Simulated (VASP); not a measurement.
A run of VASP 6.6.1 is set up as follows.

INCAR

```
PREC = Accurate ; ENCUT = 520
EDIFF = 1E-7 ; ISMEAR = 0
SIGMA = 0.15 ; LREAL = False
LASPH = True ; NELM = 80
ALGO = Fast ; ISIF = 2
LWAVE = False ; LCHARG = True
GGA = CA ; LELF = True
LVHAR = True ; NBANDS = 13
```

File KPOINTS:

```
regular mesh
0
Gamma
  18 18 18
```

Contents of POSCAR:

```
Mo
1.0
    2.6944777412      0.0000000000      0.0000000000
   -1.3472388706      2.3334861739      0.0000000000
    0.0000000000      0.0000000000      2.5551807000
Mo
1
Direct
    0.0000000000      0.0000000000      0.5000000000
```

Potentials or basis: VASP PAW LDA potentials, release 64 (Mo_sv).

Command:

```bash
$ cat potpaw_LDA.64/Mo_sv/POTCAR > POTCAR
$ mpirun -np 1 vasp_std > vasp.out
```

**Question.** Predict the band gap on the k mesh.

**Answer.** Zero (bands 7 and 8 overlap by 1.86 eV).

**Question.** Predict the pressure.

**Answer.** -0.2 GPa.

Stress tensor (GPa, compression positive):
```
 4.12  0.00  0.00
 0.00  4.12  0.00
 0.00  0.00 -8.75
```

Caveat: the cell differs from its parent crystal (strain -0.015 along x and y, +0.000 along z).
